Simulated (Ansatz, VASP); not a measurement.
# Two plane-wave programs on P

```
CELL_PARAMETERS angstrom
1.74067 1.00498 3.06982
-1.74067 1.00498 3.06982
0.00000 -2.00995 3.06982
ATOMIC_POSITIONS crystal
P 0.22933 0.22933 0.22933
P 0.77067 0.77067 0.77067
```

Change from the starting cell: the structure that the rattled cell fell into.

Alike in both runs: functional PBE; k mesh 18 × 18 × 18; occupations gaussian, width 0.1 eV; no spin polarisation.

Ansatz relaxed the structure, and its values are those at the end. VASP's run is a single point on that final structure, the one shown.

|  | VASP | Ansatz |
| --- | --- | --- |
| version | VASP 6.6.1 | Ansatz 0.2.0 |
| potentials or method | VASP PAW PBE potentials, release 64 (P), cutoff 520 eV | scalar-relativistic, plane waves, PAW |
| valence electrons in the cell | 10 | 10 |

VASP gave:

```
gap on the k mesh at the Fermi level (eV) : none
pressure (GPa)                            : -0.3
rms of the force components (eV/Å)        : 0.026
```

Task: Which values does Ansatz return?

Result: gap on the k mesh at the Fermi level (eV): none; pressure (GPa): 0.0; rms of the force components (eV/Å): 0.001.

A gap of «none» marks a metal or a gap that the smearing closes. The functional is the same, so the differences come from potentials, cutoffs and numerics.
